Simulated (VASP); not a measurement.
# MnF2 (P4_2/mnm) in VASP: notebook

The runs below take MnF2 through single point, relaxation of cell and atoms, with PBE.

Program: VASP 6.6.1. These are calculated values, not measurements. Logs are shortened: lines on timing, memory, paths and dates and some standing lists are left out, and cuts for length are marked.

## 1. The cell of the first run

Symmetry: P4_2/mnm, No. 136, tetragonal system. The conventional cell has a = 4.862 Å, b = 4.862 Å, c = 2.733 Å, α = 90.00°, β = 90.00°, γ = 90.00°. Within 2.6 Å of Mn (site symmetry mmm) lie 6 F at 1.98 to 2.00 Å. Within 2.6 Å of F (site symmetry m2m) lie 3 Mn at 1.98 to 2.00 Å.

## 2. Single point, PBE

Input file INCAR:

```
  ALGO = Normal
  EDIFF = 1E-6
  ENCUT = 520
  GGA = PE
  ISIF = 2
  ISMEAR = 0
  LASPH = T
  LCHARG = T
  LELF = T
  LREAL = F
  LVHAR = T
  LWAVE = F
  NBANDS = 36
  NELM = 60
  PREC = Accurate
  SIGMA = 0.1
```

Input file KPOINTS:

```
k-points
0
Gamma
  4 4 6
```

Input file POSCAR:

```
MnF2
1.0
    4.8619734777      0.0000000000      0.0000000000
    0.0000000000      4.8619734777      0.0000000000
    0.0000000000      0.0000000000      2.7325969992
Mn F
2 4
Direct
    0.0000000000      0.0000000000      0.0000000000
    0.5000000000      0.5000000000      0.5000000000
    0.2883425671      0.2883425671      0.0000000000
    0.2116574329      0.7883425671      0.5000000000
    0.7116574329      0.7116574329      0.0000000000
    0.7883425671      0.2116574329      0.5000000000
```

Potentials or basis: VASP PAW PBE potentials, release 64 (Mn_pv, F).

Run with:

```
cat potpaw_PBE.64/Mn_pv/POTCAR potpaw_PBE.64/F/POTCAR > POTCAR
mpirun -np 1 vasp_std > vasp.out
```

OUTCAR:

```text
EDIFF = 1E-6
   ENCUT = 520
   GGA = PE
   ISIF = 2
   ISMEAR = 0
   LASPH = T
   LREAL = F
   NELM = 60
   PREC = Accurate

 ion  position               nearest neighbor table
   1  0.000  0.000  0.000-   3 1.98   5 1.98   4 2.00   6 2.00   4 2.00   6 2.00
   2  0.500  0.500  0.500-   4 1.98   6 1.98   5 2.00   3 2.00   3 2.00   5 2.00
   3  0.288  0.288  0.000-   1 1.98   2 2.00   2 2.00
   4  0.212  0.788  0.500-   2 1.98   1 2.00   1 2.00
   5  0.712  0.712  0.000-   1 1.98   2 2.00   2 2.00
   6  0.788  0.212  0.500-   2 1.98   1 2.00   1 2.00

  LATTYP: Found a simple tetragonal cell.
 ALAT       =     4.8619734777
 C/A-ratio  =     0.5620345343

  Lattice vectors:

 A1 = (   4.8619734777,   0.0000000000,   0.0000000000)
 A2 = (   0.0000000000,   4.8619734777,   0.0000000000)
 A3 = (   0.0000000000,   0.0000000000,   2.7325969992)

Analysis of symmetry for initial positions (statically):
=====================================================================
 Subroutine PRICEL returns:
 Original cell was already a primitive cell.

 Routine SETGRP: Setting up the symmetry group for a
 simple tetragonal supercell.

 Subroutine GETGRP returns: Found 16 space group operations
 (whereof  8 operations were pure point group operations)
 out of a pool of 16 trial point group operations.

The static configuration has the point symmetry D_2h.
 The point group associated with its full space group is D_4h.

Analysis of symmetry for dynamics (positions and initial velocities):
=====================================================================
 Subroutine PRICEL returns:
 Original cell was already a primitive cell.

 Routine SETGRP: Setting up the symmetry group for a
 simple tetragonal supercell.

 Subroutine GETGRP returns: Found 16 space group operations
 (whereof  8 operations were pure point group operations)
 out of a pool of 16 trial point group operations.

The dynamic configuration has the point symmetry D_2h.
 The point group associated with its full space group is D_4h.

 Subroutine INISYM returns: Found 16 space group operations
 (whereof  8 operations are pure point group operations),
 and found     1 'primitive' translations

----------------------------------------------------------------------------------------

                                     Primitive cell

  volume of cell :      64.5953

  direct lattice vectors                    reciprocal lattice vectors
     4.861973478  0.000000000  0.000000000     0.205677798  0.000000000  0.000000000
     0.000000000  4.861973478  0.000000000     0.000000000  0.205677798  0.000000000
     0.000000000  0.000000000  2.732596999     0.000000000  0.000000000  0.365952243

  length of vectors
     4.861973478  4.861973478  2.732596999     0.205677798  0.205677798  0.365952243

  position of ions in fractional coordinates (direct lattice)
     0.000000000  0.000000000  0.000000000
     0.500000000  0.500000000  0.500000000
     0.288342567  0.288342567  0.000000000
     0.211657433  0.788342567  0.500000000
     0.711657433  0.711657433  0.000000000
     0.788342567  0.211657433  0.500000000

  ion indices of the primitive-cell ions
   primitive index   ion index
                 1           1
                 2           2
                 3           3
                 4           4
                 5           5
                 6           6

----------------------------------------------------------------------------------------

 KPOINTS: k-points

Automatic generation of k-mesh.
 Grid dimensions read from file:
 generate k-points for:    4    4    6

 Generating k-lattice:

  Cartesian coordinates                     Fractional coordinates (reciprocal lattice)
     0.051419450  0.000000000  0.000000000     0.250000000  0.000000000  0.000000000
     0.000000000  0.051419450  0.000000000     0.000000000  0.250000000  0.000000000
     0.000000000  0.000000000  0.060992040     0.000000000  0.000000000  0.166666667

  Length of vectors
     0.051419450  0.051419450  0.060992040

  Shift w.r.t. Gamma in fractional coordinates (k-lattice)
     0.000000000  0.000000000  0.000000000

 Subroutine IBZKPT returns following result:
 ===========================================

 Found     24 irreducible k-points:

 Following reciprocal coordinates:
            Coordinates               Weight
  0.000000  0.000000  0.000000      1.000000
  0.250000  0.000000  0.000000      4.000000
  0.500000  0.000000  0.000000      2.000000
  0.250000  0.250000  0.000000      4.000000
  0.500000  0.250000  0.000000      4.000000
  0.500000  0.500000  0.000000      1.000000
[... 16 lines left out ...]
  0.500000  0.250000  0.500000      4.000000
  0.500000  0.500000  0.500000      1.000000
   k-points           NKPTS =     24   k-points in BZ     NKDIM =     24   number of bands    NBANDS=     36
   number of dos      NEDOS =    301   number of ions     NIONS =      6
   total plane-waves  NPLWV =  25920
   dimension x,y,z NGX =    36 NGY =   36 NGZ =   20
   dimension x,y,z NGXF=    72 NGYF=   72 NGZF=   40
   ions per type =               2   4
   NGX,Y,Z   is equivalent  to a cutoff of  12.31, 12.31, 12.17 a.u.
   NGXF,Y,Z  is equivalent  to a cutoff of  24.62, 24.62, 24.34 a.u.
 SYSTEM =  unknown system
   PREC   = accura    normal or accurate (medium, high low for compatibility)
   ISTART =      0    job   : 0-new  1-cont  2-samecut
   ICHARG =      2    charge: 1-file 2-atom 10-const
   ISPIN  =      1    spin polarized calculation?
   LNONCOLLINEAR =      F non collinear calculations
   LSORBIT =      F    spin-orbit coupling
   LASPH  =      T    aspherical Exc in radial PAW
   ENCUT  =  520.0 eV  38.22 Ry    6.18 a.u.   9.04  9.04  5.08*2*pi/ulx,y,z
   NELM   =     60;   NELMIN=  2; NELMDL= -5     # of ELM steps
   EDIFF  = 0.1E-05   stopping-criterion for ELM
   LREAL  =      F    real-space projection
   EDIFFG = 0.1E-04   stopping-criterion for IOM
   NSW    =      0    number of steps for IOM
   IBRION =     -1    ionic relax: 0-MD 1-quasi-New 2-CG
   NFREE  =      0    steps in history (QN), initial steepest desc. (CG)
   ISIF   =      2    stress and relaxation
   ISYM   =      2    0-nonsym 1-usesym 2-fastsym
   POTIM  = 0.5000    time-step for ionic-motion
   TEBEG  =    0.0;   TEEND  =   0.0 temperature during run
   PSTRESS=    0.0 pullay stress
   NELECT =      54.0000    total number of electrons
   NUPDOWN=      -1.0000    fix difference up-down
   EMIN   =  10.00;   EMAX   =-10.00  energy-range for DOS
   EFERMI =   0.00;   METHOD = LEGACY
   ISMEAR =     0;   SIGMA  =   0.10  broadening in eV -4-tet -1-fermi 0-gaus
   EFERMI_NEDOS =   21; number of points for ismear=-14 and -15
   IALGO  =     38    algorithm
   IMIX   =      4    mixing-type and parameters
     AMIX     =   0.40;   BMIX     =  1.00
     AMIX_MAG =   1.60;   BMIX_MAG =  1.00
  volume/ion in A,a.u.               =      10.77        72.65
  Fermi-wavevector in a.u.,A,eV,Ry     =   1.542195  2.914325 32.359607  2.378364
  Thomas-Fermi vector in A             =   2.648034
   LORBIT       =      0    0 simple, 1 ext, 2 COOP (PROOUT), +10 PAW based schemes
   GGA     = PE    functional components
   LHFCALC =     F    Hartree Fock is set to
   AEXX    =    0.0000 exact exchange contribution
   IVDW    =     0    specifies the selected vdW correction
   LEPSILON=     F    determine dielectric tensor
   LRPA    =     F    only Hartree local field effects (RPA)
 non-spin polarized calculation
 Gauss-broadening in eV      SIGMA  =   0.10
  energy-cutoff  :      520.00
  volume of cell :       64.60
 maximum number of plane-waves:      1760
   NGX = 19   NGY = 19   NGZ = 11

 number of electron      54.0000054 magnetization

 Free energy of the ion-electron system (eV)
  ---------------------------------------------------
  ext. energy  EPLUGINS =         0.00000000
  ---------------------------------------------------
  free energy    TOTEN  =       -34.33983231 eV

  energy without entropy =      -34.28427173  energy(sigma->0) =      -34.31205202

 E-fermi :   5.2429     XC(G=0): -10.8836

 val. band max:        5.2330894794   @ k =   0.0000   0.0000   0.3333
 cond. band min:       5.2567139952   @ k =   0.5000   0.0000   0.3333
 fundamental gap:      0.0236245158
 Fermi energy:         5.2428980588

 k-point     1 :       0.0000    0.0000    0.0000
  band No.  band energies     occupation
      1     -43.1246      2.00000
      2     -43.1246      2.00000
      3     -42.8820      2.00000
      4     -42.8791      2.00000
      5     -42.8180      2.00000
      6     -42.8180      2.00000
[... 28 lines left out ...]
     35      13.0696      0.00000
     36      14.7790      0.00000

 k-point     2 :       0.2500    0.0000    0.0000
  band No.  band energies     occupation
      1     -43.1245      2.00000
      2     -43.1245      2.00000
      3     -42.8815      2.00000
      4     -42.8795      2.00000
      5     -42.8182      2.00000
      6     -42.8182      2.00000
[... 28 lines left out ...]
     35      13.5968      0.00000
     36      14.9528      0.00000

 k-point     3 :       0.5000    0.0000    0.0000
  band No.  band energies     occupation
      1     -43.1243      2.00000
      2     -43.1243      2.00000
      3     -42.8805      2.00000
      4     -42.8805      2.00000
      5     -42.8184      2.00000
      6     -42.8184      2.00000
[... 28 lines left out ...]
     35      14.7270      0.00000
     36      14.7270      0.00000
[... 742 lines left out ...]
 k-point    23 :       0.5000    0.2500    0.5000
  band No.  band energies     occupation
      1     -43.0939      2.00000
      2     -43.0939      2.00000
      3     -43.0599      2.00000
      4     -43.0599      2.00000
      5     -42.8024      2.00000
      6     -42.8024      2.00000
[... 28 lines left out ...]
     35      14.8730      0.00000
     36      14.8730      0.00000

 k-point    24 :       0.5000    0.5000    0.5000
  band No.  band energies     occupation
      1     -43.0938      2.00000
      2     -43.0938      2.00000
      3     -43.0598      2.00000
      4     -43.0598      2.00000
      5     -42.8025      2.00000
      6     -42.8025      2.00000
[... 28 lines left out ...]
     35      14.4271      0.00000
     36      14.4271      0.00000

------------------------ aborting loop because EDIFF is reached ----------------------------------------

  FORCE on cell =-STRESS in cart. coord.  units (eV):
  Direction    XX          YY          ZZ          XY          YZ          ZX
  --------------------------------------------------------------------------------------
  -------------------------------------------------------------------------------------
  Total        0.1609478      0.1609478      0.2723886      0.0000000      0.0000000      0.0000000
  in kB        3.9920396      3.9920396      6.7561414      0.0000000      0.0000000      0.0000000
  external PRESSURE =       4.9134069 kB  Pullay stress =       0.0000000 kB

 VOLUME and BASIS-vectors are now :
 -----------------------------------------------------------------------------
  energy-cutoff  :      520.00
  volume of cell :       64.60
      direct lattice vectors                 reciprocal lattice vectors
     4.861973478  0.000000000  0.000000000     0.205677798  0.000000000  0.000000000
     0.000000000  4.861973478  0.000000000     0.000000000  0.205677798  0.000000000
     0.000000000  0.000000000  2.732596999     0.000000000  0.000000000  0.365952243

 POSITION                                       TOTAL-FORCE (eV/Angst)
 -----------------------------------------------------------------------------------
      0.00000      0.00000      0.00000         0.000000     -0.000000      0.000000
      2.43099      2.43099      1.36630         0.000000     -0.000000      0.000000
      1.40191      1.40191      0.00000        -0.017982     -0.017982      0.000000
      1.02907      3.83290      1.36630         0.017982     -0.017982      0.000000
      3.46006      3.46006      0.00000         0.017982      0.017982      0.000000
      3.83290      1.02907      1.36630        -0.017982      0.017982      0.000000
 -----------------------------------------------------------------------------------
    total drift:                                0.000000      0.000000     -0.000000

  FREE ENERGIE OF THE ION-ELECTRON SYSTEM (eV)
  ---------------------------------------------------
  free  energy   TOTEN  =       -34.3398323057 eV

  energy  without entropy=      -34.2842717312  energy(sigma->0) =      -34.31205202
```

Run time: 22 s. Hardware: 1 thread of Intel Xeon Platinum 8488C (Sapphire Rapids), shared host; peak memory 0.19 GiB.

Results:

* Free energy: -34.3398 eV
* Pressure: 0.5 GPa
* Largest force: 0.025 eV/Å
* Band gap on the k mesh: zero (bands 27 and 28 overlap by 0.64 eV)

Forces on the atoms (eV/Å):
```
Mn   0.000  0.000  0.000
Mn   0.000  0.000  0.000
F   -0.018 -0.018  0.000
F    0.018 -0.018  0.000
F    0.018  0.018  0.000
F   -0.018  0.018  0.000
```

Levels at points of the mesh, in eV from the Fermi level:
```tsv
k point	band 24	band 25	band 26	band 27	band 28	band 29	band 30	band 31
(0.00, 0.00, 0.00)	-1.56	-0.65	-0.14	-0.14	0.30	0.42	1.16	1.16
(0.50, 0.00, 0.00)	-1.45	-0.10	-0.10	0.07	0.07	0.97	0.97	1.10
(0.50, 0.50, 0.00)	-1.64	-0.13	-0.13	-0.03	-0.03	0.86	0.86	1.16
(0.00, 0.00, 0.50)	-0.53	-0.39	-0.39	0.45	0.45	1.07	1.07	1.17
(0.50, 0.00, 0.50)	-0.95	-0.20	-0.20	0.40	0.40	0.51	0.51	2.05
(0.50, 0.50, 0.50)	-0.64	-0.46	-0.46	0.44	0.44	1.14	1.14	1.31
```

Caveat: the k points lie up to 0.38 Å⁻¹ apart, too coarse for converged energies and pressures of a metal; the run has no spin polarisation, though such a crystal can be magnetic; semilocal functionals often make such compounds metallic where correlation or magnetic order opens a gap, which also shifts bond lengths.

## 3. Single point, PBE

This run uses another cell than the first one, of 13.11 Å³/atom.

Input file INCAR:

```
ALGO = Normal
EDIFF = 1E-6
ENCUT = 520
GGA = PE
ISIF = 2
ISMEAR = 0
LASPH = T
LCHARG = F
LREAL = F
LWAVE = F
NBANDS = 36
NELM = 100
PREC = Accurate
SIGMA = 0.1
```

KPOINTS is that of step 2.

Input file POSCAR:

```
MnF2
1.0
    4.8738000000      0.0000000000      0.0000000000
    0.0000000000      4.8738000000      0.0000000000
    0.0000000000      0.0000000000      3.3107000000
Mn F
2 4
Direct
    0.0000000000      0.0000000000      0.0000000000
    0.5000000000      0.5000000000      0.5000000000
    0.3053000000      0.3053000000      0.0000000000
    0.1947000000      0.8053000000      0.5000000000
    0.6947000000      0.6947000000      0.0000000000
    0.8053000000      0.1947000000      0.5000000000
```

Potentials or basis: VASP PAW PBE potentials, release 64 (Mn_pv, F).

Run with:

```
cat potpaw_PBE.64/Mn_pv/POTCAR potpaw_PBE.64/F/POTCAR > POTCAR
mpirun -np 1 vasp_std > vasp.out
```

Wall time 33 s (1 thread of Intel Xeon Platinum 8488C (Sapphire Rapids), shared host); peak memory 0.2 GiB.

The run converged. Its results:

- Free energy: -33.4800 eV
- Pressure: -15.8 GPa
- Largest force: 0.032 eV/Å
- Band gap on the k mesh: zero (bands 27 and 28 overlap by 0.19 eV)

Forces in eV/Å, atoms in the order of the input:
```
Mn   0.000  0.000  0.000
Mn   0.000  0.000  0.000
F    0.023  0.023  0.000
F   -0.023  0.023  0.000
F   -0.023 -0.023  0.000
F    0.023 -0.023  0.000
```

Stress tensor (GPa, compression positive):
```
-14.29   0.00   0.00
  0.00 -14.29   0.00
  0.00   0.00 -18.77
```

Levels at points of the mesh, in eV from the Fermi level:
```
           k point  band 24  band 25  band 26  band 27  band 28  band 29  band 30  band 31
(0.00, 0.00, 0.00)    -0.40    -0.30    -0.25    -0.25     0.23     0.27     1.23     1.23
(0.50, 0.00, 0.00)    -0.31    -0.14    -0.14    -0.03    -0.03     0.91     0.91     1.13
(0.50, 0.50, 0.00)    -0.45    -0.24    -0.24    -0.01    -0.01     0.71     0.71     1.23
(0.00, 0.00, 0.50)    -0.20    -0.08    -0.08    -0.07    -0.07     0.73     0.73     0.84
(0.50, 0.00, 0.50)    -0.46    -0.06    -0.06     0.06     0.06     0.40     0.40     1.37
(0.50, 0.50, 0.50)    -0.26    -0.13    -0.13    -0.04    -0.04     0.70     0.70     0.95
```

Caveat: the cell stands under tension; the run has no spin polarisation, though such a crystal can be magnetic; semilocal functionals often make such compounds metallic where correlation or magnetic order opens a gap, which also shifts bond lengths.

(Part 1 of 2 ends here.)

The gap in the log of VASP goes by the Fermi energy; the results here count the filled bands.